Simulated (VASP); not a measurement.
# Rb4Sn: single point with PBE

Crystal: Rb4Sn.

```
Rb Sn
1.0
     6.66617    0.00000    0.00000
    -3.33308    5.77307    0.00000
     0.00000    0.00000    5.64039
Rb Sn
4 1
Direct
  0.50000 0.00000 0.50000
  0.00000 0.50000 0.50000
  0.50000 0.50000 0.50000
  0.00000 0.00000 0.00000
  0.00000 0.00000 0.50000
```

* Program: VASP 6.6.1
* Task: single point
* Functional: PBE
* Potentials or basis: VASP PAW PBE potentials, release 64 (Rb_sv, Sn_d)
* Cutoff: 520 eV
* k mesh: 3 × 3 × 4
* Occupations: gaussian, width 0.1 eV
* Spin: no spin polarisation

```
Pressure               : 9.9 GPa
Band gap on the k mesh : zero (band 25 reaches 2.91 eV, above the bottom of band 26 at 2.47 eV)
```

Stress tensor (GPa, compression positive):
```
 9.70  0.00  0.00
 0.00  9.70  0.00
 0.00  0.00 10.24
```

Levels at points of the mesh, in eV from the Fermi level:
```
           k point  band 22  band 23  band 24  band 25  band 26  band 27  band 28  band 29
(0.00, 0.00, 0.00)    -7.25    -1.68     0.28     0.28     0.78     0.96     0.96     1.37
(0.00, 0.00, 0.50)    -6.15    -1.48    -0.21    -0.21    -0.16     0.32     0.47     1.66
```

Wall time 36 s on 1 thread of Intel(R) Xeon(R) 6975P-C (Granite Rapids), with other jobs on the host, peak memory 0.33 GiB.

Caveat: the k points lie up to 0.36 Å⁻¹ apart; spin-orbit coupling is left out, which moves the levels of the heavy elements.
